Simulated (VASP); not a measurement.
**C: single point with PBEsol**

C:

```
C
1.0
     0.00000    2.12700    3.34800
     1.22800    0.00000    3.34800
     1.22800    2.12700    0.00000
C
2
Direct
  0.15837 0.75202 0.07523
  0.83333 0.16667 0.83333
```

This cell differs from its parent crystal: atom 1 (C) moved by (-0.300, -0.300) A along [1 1 0] and z.

```
Program                : VASP 6.6.1
Task                   : single point
Functional             : PBEsol
Potentials or basis    : VASP PAW PBE potentials, release 64 (C)
Cutoff                 : 520 eV
k mesh                 : 14 × 14 × 14
Occupations            : gaussian, width 0.05 eV
Spin                   : no spin polarisation
Dipole correction      : no
Further INCAR settings : ALGO = Normal; EDIFF = 1e-06; NBANDS = 11
```

* Pressure: 21.5 GPa
* Largest force: 9.347 eV/Å
* Band gap on the k mesh: zero (bands 4 and 5 overlap by 3.70 eV)

Forces in eV/Å, atoms in the order of the input:
```
C    2.953  8.493  2.551
C   -2.953 -8.493 -2.551
```

Stress tensor (GPa, compression positive):
```
 13.66 -10.46  -7.79
-10.46  58.56 -22.89
 -7.79 -22.89  -7.63
```

Levels at points of the mesh, in eV from the Fermi level:
| k point | band 1 | band 2 | band 3 | band 4 | band 5 | band 6 | band 7 | band 8 |
| --- | --- | --- | --- | --- | --- | --- | --- | --- |
| (0.00, 0.00, 0.00) | -19.87 | -6.69 | -6.20 | 1.58 | 2.91 | 3.07 | 11.67 | 12.96 |
| (0.50, 0.00, 0.00) | -14.80 | -13.59 | -4.37 | -2.15 | -0.09 | 4.05 | 12.16 | 14.88 |
| (0.50, 0.50, 0.50) | -15.11 | -11.50 | -7.92 | -3.81 | 2.58 | 6.49 | 12.87 | 13.33 |
| (0.00, 0.00, 0.50) | -15.11 | -11.50 | -7.91 | -4.12 | 4.45 | 6.43 | 8.73 | 14.49 |
| (0.00, 0.50, 0.00) | -14.80 | -13.58 | -4.28 | -2.81 | 1.00 | 3.97 | 10.51 | 14.60 |
| (0.50, 0.50, 0.00) | -19.55 | -8.91 | -6.18 | 2.16 | 3.00 | 8.80 | 9.91 | 12.24 |
| (0.50, 0.00, 0.50) | -14.85 | -13.93 | -4.42 | -0.58 | -0.29 | 5.85 | 10.71 | 11.36 |
| (0.00, 0.50, 0.50) | -14.68 | -13.70 | -4.46 | -2.23 | -1.54 | 5.64 | 13.75 | 15.92 |

It took 2.4 min on 1 thread of AMD EPYC 9R45 96-Core Processor (Zen 5) (shared host), peak memory 0.28 GiB.

Caveat: the cell differs from its parent crystal (atom 1 (C) moved by (-0.300, -0.300) A along [1 1 0] and z); the cell stands under pressure; this functional lacks dispersion, which binds the layers, so the pressure and a relaxed spacing across them are unreliable; the PAW data sets were made with another functional, which shifts forces and pressure a little.
